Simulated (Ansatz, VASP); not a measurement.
**TlH4: VASP beside Ansatz**

```xyz
5
Lattice="4.0138 0.0000 0.0000 0.0000 4.0138 0.0000 0.0000 0.0000 4.0138" Properties=species:S:1:pos:R:3 pbc="T T T"
Tl    2.0069    2.0069    2.0069
H     0.0000    0.0000    0.0000
H     2.0069    2.0069    0.0000
H     2.0069    0.0000    2.0069
H     0.0000    2.0069    2.0069
```

Change from the starting cell: species swapped into the Mn4N type (Pm-3m, No. 221).

Alike in both runs: task single point; functional PBE; k mesh 4 × 4 × 4; occupations gaussian, width 0.1 eV; no spin polarisation.

|  | VASP | Ansatz |
| --- | --- | --- |
| version | VASP 6.6.1 | Ansatz 0.2.0 |
| potentials or method | VASP PAW PBE potentials, release 64 (Tl_d, H), cutoff 520 eV | scalar-relativistic, plane waves, PAW |
| valence electrons in the cell | 17 | 17 |

VASP gave:

```
gap on the k mesh at the Fermi level (eV) : none
pressure (GPa)                            : -4.6
```

Which values does Ansatz return?

gap on the k mesh at the Fermi level (eV): none; pressure (GPa): -4.5.

A gap of «none» marks a metal or a gap that the smearing closes.

The k mesh is coarse, so the values compare programs but aren't converged. Spin-orbit coupling is off throughout.
